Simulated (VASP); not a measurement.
# ZnS (F-43m) in VASP: notebook, part 2 of 2

VASP 6.6.1. Earlier steps stand in the parts before.

### Step 4. Vibrations by perturbation theory, PBEsol

The input, INCAR:

```
PREC = Accurate ; ENCUT = 520
EDIFF = 1E-8 ; ISMEAR = 0
SIGMA = 0.01 ; LREAL = False
LASPH = True ; NELM = 100
ALGO = Normal ; ISIF = 2
LWAVE = False ; LCHARG = False
GGA = PS ; IBRION = 8
NSW = 1 ; LEPSILON = True
```

The input, KPOINTS:

```
regular mesh
0
Gamma
  10 10 10
```

The input, POSCAR:

```
ZnS
1.0
    0.0000000000      2.6781770825      2.6781770825
    2.6781770825      0.0000000000      2.6781770825
    2.6781770825      2.6781770825      0.0000000000
Zn S
1 1
Direct
    0.0000000000      0.0000000000      0.0000000000
    0.7500000000      0.7500000000      0.7500000000
```

Potentials or basis: VASP PAW PBE potentials, release 64 (Zn, S).

On the command line:

```
$ cat potpaw_PBE.64/Zn/POTCAR potpaw_PBE.64/S/POTCAR > POTCAR
$ mpirun -np 1 vasp_std > vasp.out
```

OUTCAR:

```text
PREC = Accurate
   ENCUT = 520
   EDIFF = 1E-8
   ISMEAR = 0
   LREAL = False
   LASPH = True
   NELM = 100
   ISIF = 2
   GGA = PS
   IBRION = 8
   NSW = 1
   LEPSILON = True

 ion  position               nearest neighbor table
   1  0.000  0.000  0.000-   2 2.32   2 2.32   2 2.32   2 2.32
   2  0.750  0.750  0.750-   1 2.32   1 2.32   1 2.32   1 2.32

  LATTYP: Found a face centered cubic cell.
 ALAT       =     5.3563541650

  Lattice vectors:

 A1 = (   0.0000000000,   2.6781770825,   2.6781770825)
 A2 = (   2.6781770825,   0.0000000000,   2.6781770825)
 A3 = (   2.6781770825,   2.6781770825,   0.0000000000)

Analysis of symmetry for initial positions (statically):
=====================================================================
 Subroutine PRICEL returns:
 Original cell was already a primitive cell.

 Routine SETGRP: Setting up the symmetry group for a
 face centered cubic supercell.

 Subroutine GETGRP returns: Found 24 space group operations
 (whereof 24 operations were pure point group operations)
 out of a pool of 48 trial point group operations.

The static configuration has the point symmetry T_d .

Analysis of symmetry for dynamics (positions and initial velocities):
=====================================================================
 Subroutine PRICEL returns:
 Original cell was already a primitive cell.

 Routine SETGRP: Setting up the symmetry group for a
 face centered cubic supercell.

 Subroutine GETGRP returns: Found 24 space group operations
 (whereof 24 operations were pure point group operations)
 out of a pool of 48 trial point group operations.

The dynamic configuration has the point symmetry T_d .

 Subroutine INISYM returns: Found 24 space group operations
 (whereof 24 operations are pure point group operations),
 and found     1 'primitive' translations

----------------------------------------------------------------------------------------

                                     Primitive cell

  volume of cell :      38.4192

  direct lattice vectors                    reciprocal lattice vectors
     0.000000000  2.678177082  2.678177082    -0.186694152  0.186694152  0.186694152
     2.678177082  0.000000000  2.678177082     0.186694152 -0.186694152  0.186694152
     2.678177082  2.678177082  0.000000000     0.186694152  0.186694152 -0.186694152

  length of vectors
     3.787514353  3.787514353  3.787514353     0.323363757  0.323363757  0.323363757

  position of ions in fractional coordinates (direct lattice)
     0.000000000  0.000000000  0.000000000
     0.750000000  0.750000000  0.750000000

  ion indices of the primitive-cell ions
   primitive index   ion index
                 1           1
[... 570 lines left out ...]
    -0.00038  0.66767  0.00000
     0.66767 -0.00038  0.00000
     0.00000  0.00000  0.00006

--------------------------------------- Ionic step        4  -------------------------------------------

------------------------ aborting loop because EDIFF is reached ----------------------------------------

[... ionic steps 5 to 6 ...]

--------------------------------------- Ionic step        7  -------------------------------------------

 Free energy of the ion-electron system (eV)
  ---------------------------------------------------
  ---------------------------------------------------
  free energy    TOTEN  =        -0.10482507 eV

  energy without entropy =       -0.10482507

------------------------ aborting loop because EDIFF is reached ----------------------------------------

 INTERNAL STRAIN TENSOR  FOR ION    2  DIRECTION 1   (eV/Angst):
 -----------------------------------------------------------------------------
    -0.01666  0.00000  0.00000
     0.00000  0.01652  5.96605
     0.00000  5.96605  0.01652

 MACROSCOPIC STATIC DIELECTRIC TENSOR (including local field effects in DFT)
 ------------------------------------------------------
           6.090175    -0.000000    -0.000000
           0.000000     6.090175     0.000000
           0.000000     0.000000     6.090175
 ------------------------------------------------------

 PIEZOELECTRIC TENSOR (including local field effects)  for field in x, y, z        (e  Angst)
          XX          YY          ZZ          XY          YZ          ZX
  --------------------------------------------------------------------------------
  x     0.00000    -0.00000     0.00000     0.00000     1.61243     0.00000
  y     0.00000     0.00000    -0.00000     0.00000    -0.00000     1.61243
  z    -0.00000    -0.00000     0.00000     1.61243     0.00000     0.00000

 PIEZOELECTRIC TENSOR (including local field effects)  for field in x, y, z        (C/m^2)
          XX          YY          ZZ          XY          YZ          ZX
  --------------------------------------------------------------------------------
  x     0.00000    -0.00000     0.00000     0.00000     0.67242     0.00000
  y     0.00000     0.00000    -0.00000     0.00000    -0.00000     0.67242
  z    -0.00000    -0.00000     0.00000     0.67242     0.00000     0.00000

 BORN EFFECTIVE CHARGES (including local field effects) (in |e|, cummulative output)
 ---------------------------------------------------------------------------------
 ion    1
    1     1.96265     0.00000     0.00000
    2     0.00000     1.96265     0.00000
    3     0.00000     0.00000     1.96265
 ion    2
    1    -1.96265     0.00000     0.00000
    2     0.00000    -1.96265     0.00000
    3     0.00000     0.00000    -1.96265

 INTERNAL STRAIN TENSOR FOR ION    2 for displacements in x,y,z  (eV/Angst):
          X           Y           Z          XY          YZ          ZX
  --------------------------------------------------------------------------------
  x     0.00000     0.00000     0.00000     0.00000     5.96605     0.00000
  y    -0.00000     0.00000    -0.00000     0.00000     0.00000     5.96605
  z     0.00000     0.00000     0.00000     5.96605     0.00000     0.00000

 SECOND DERIVATIVES (NOT SYMMETRIZED)
 ------------------------------------
               1X          1Y          1Z          2X          2Y          2Z
  1X    -6.214231    0.000000    0.000000    6.214231    0.000000    0.000000
  1Y     0.000000   -6.214231    0.000000    0.000000    6.214231    0.000000
  1Z     0.000000    0.000000   -6.214231    0.000000    0.000000    6.214231
  2X     6.178622    0.000000    0.000000   -6.178622    0.000000    0.000000
  2Y     0.000000    6.178622    0.000000    0.000000   -6.178622    0.000000
  2Z     0.000000    0.000000    6.178622    0.000000    0.000000   -6.178622

 Eigenvectors and eigenvalues of the dynamical matrix
 ----------------------------------------------------

   1 f  =    8.385608 THz    52.688327 2PiTHz  279.713766 cm-1    34.680071 meV
             X         Y         Z           dx          dy          dz
      0.000000  0.000000  0.000000    -0.574718    0.000000    0.000000
      4.017266  4.017266  4.017266     0.818351    0.000000    0.000000
[... 21 lines left out ...]
   6 f/i=    0.011332 THz     0.071204 2PiTHz    0.378010 cm-1     0.046867 meV
             X         Y         Z           dx          dy          dz
      0.000000  0.000000  0.000000     0.000000    0.000000    0.818351
      4.017266  4.017266  4.017266     0.000000    0.000000    0.574718

--------------------------------------------------------------------------------------------------------

 MACROSCOPIC STATIC DIELECTRIC TENSOR IONIC CONTRIBUTION
 ------------------------------------------------------
           2.927937     0.000000    -0.000000
           0.000000     2.927937    -0.000000
          -0.000000    -0.000000     2.927937
 ------------------------------------------------------

 ELASTIC MODULI CONTR FROM IONIC RELAXATION (kBar)
 Direction    XX          YY          ZZ          XY          YZ          ZX
 --------------------------------------------------------------------------------
 XX          -0.0000     -0.0000     -0.0000     -0.0000      0.0000      0.0000
 YY          -0.0000     -0.0000     -0.0000     -0.0000     -0.0000     -0.0000
 ZZ          -0.0000     -0.0000     -0.0000     -0.0000     -0.0000      0.0000
 XY          -0.0000     -0.0000     -0.0000   -239.5320      0.0000      0.0000
 YZ           0.0000     -0.0000     -0.0000      0.0000   -239.5320     -0.0000
 ZX           0.0000     -0.0000      0.0000      0.0000     -0.0000   -239.5320
 --------------------------------------------------------------------------------

 PIEZOELECTRIC TENSOR IONIC CONTR  for field in x, y, z        (C/m^2)
          XX          YY          ZZ          XY          YZ          ZX
  --------------------------------------------------------------------------------
  x     0.00000    -0.00000    -0.00000     0.00000    -0.78802    -0.00000
  y     0.00000    -0.00000     0.00000     0.00000    -0.00000    -0.78802
  z    -0.00000    -0.00000    -0.00000    -0.78802     0.00000     0.00000
```

OSZICAR:

```text
N       E                     dE             d eps       ncg     rms          rms(c)
DAV:   1     0.894346164476E+02    0.89435E+02   -0.93723E+03  1222   0.169E+03
DAV:   2    -0.147185601332E+01   -0.90906E+02   -0.86445E+02  1322   0.287E+02
DAV:   3    -0.790739622191E+01   -0.64355E+01   -0.64049E+01  1512   0.760E+01
DAV:   4    -0.799560336907E+01   -0.88207E-01   -0.88171E-01  1352   0.930E+00
[... 176 lines left out ...]
RMM:   9    -0.104824661448E+00    0.82197E-06    0.17768E-08  7667   0.181E-04    0.656E-05
RMM:  10    -0.104824995156E+00   -0.33371E-06   -0.12781E-09  7633   0.780E-05    0.849E-06
RMM:  11    -0.104825084460E+00   -0.89304E-07    0.88695E-10  8165   0.342E-05    0.108E-05
RMM:  12    -0.104825067018E+00    0.17442E-07    0.15322E-08  7479   0.138E-05    0.854E-07
RMM:  13    -0.104825066876E+00    0.14206E-09    0.97941E-10  5233   0.774E-06    0.413E-07
 Linear response finished
```

stdout:

```text
POSCAR found type information on POSCAR ZnS
 POSCAR found :  2 types and       2 ions
 scaLAPACK will be used
 -----------------------------------------------------------------------------
|                                                                             |
|                                                                             |
[... 39 lines left out ...]
 first order change of Fermi-energy   0.33421E+00
 force on displaced ion       1 direction 1 :  -6.214  -0.000  -0.000
 Born effective charge ion    1 direction 1 :   1.961   0.000   0.000
 Linear response progress:
 first order change of Fermi-energy  -0.33394E+00
 force on displaced ion       2 direction 1 :  -6.179   0.000   0.000
 Born effective charge ion    2 direction 1 :  -1.964   0.000   0.000
 Born effective charges drift removed
 Linear response finished
```

It took 6.3 min on 1 thread of Intel Xeon Platinum 8488C (Sapphire Rapids), shared host; peak memory 0.34 GiB.

What came out:

| Item | Value |
| --- | --- |
| Electronic dielectric tensor (diagonal) | 6.09 |
| Born charges (mean of the diagonal) | Zn +1.96; S -1.96 e |
| Highest phonon frequency at Γ, LO-TO splitting left out | 280 cm⁻¹ |

Phonon frequencies in cm⁻¹ (negative: imaginary):
| q point | frequencies |
| --- | --- |
| (0.000, 0.000, 0.000) | 0 0 0 280 280 280 |

Electronic dielectric tensor:
```
6.09 0.00 0.00
0.00 6.09 0.00
0.00 0.00 6.09
```

Born effective charge tensors (e):
atom 1, Zn
```
1.96 0.00 0.00
0.00 1.96 0.00
0.00 0.00 1.96
```
atom 2, S
```
-1.96  0.00  0.00
 0.00 -1.96  0.00
 0.00  0.00 -1.96
```

### Step 5. Comparison with measurements

Step 2. A measured gap of ZnS is 3.85 eV (direct; 19 K; quoted in “Electronic, vibrational, and thermodynamic properties of ZnS (zincblende and rocksalt structure)”, 2009, arxiv:0911.5022); the calculated 2.09 eV misses it by -1.76 eV. The value is that of PBEsol, without temperature or zero-point motion. Semilocal functionals fall short of measured gaps as a rule.
